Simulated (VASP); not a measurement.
SnO2, 6 atoms in the cell. The typed cell holds 6 atoms: a = 4.706 Å, b = 4.706 Å, c = 3.203 Å, α = 90.00°, β = 90.00°, γ = 90.00°.  This cell differs from its parent crystal: volume scaled by 0.94, then relaxed in part.

```yaml
Program: VASP 6.6.1
Task: single point
Functional: PBE
Potentials_or_basis: VASP PAW PBE potentials, release 64 (Sn_d, O)
Cutoff: 520 eV
k_mesh: 6 × 6 × 8
Occupations: gaussian, width 0.02 eV
Spin: no spin polarisation
Dipole_correction: no
Further_INCAR_settings: ALGO = Normal; EDIFF = 1e-06; NBANDS = 35
```

Potentials or basis: VASP PAW PBE potentials, release 64 (Sn_d, O).

The run is started by

```console
$ cat potpaw_PBE.64/Sn_d/POTCAR potpaw_PBE.64/O/POTCAR > POTCAR
$ mpirun -np 1 vasp_std > vasp.out
```

Hardware: 1 thread of Intel(R) Xeon(R) Platinum 8259CL CPU @ 2.50GHz (Skylake/Cascade Lake), on a shared host.

Q: How long does it take, and how much memory?

A: Run time: 2 min on 1 thread of Intel(R) Xeon(R) Platinum 8259CL CPU @ 2.50GHz (Skylake/Cascade Lake), with other jobs on the host, peak memory 0.27 GiB. Counts: scf iterations 14, k points 80.
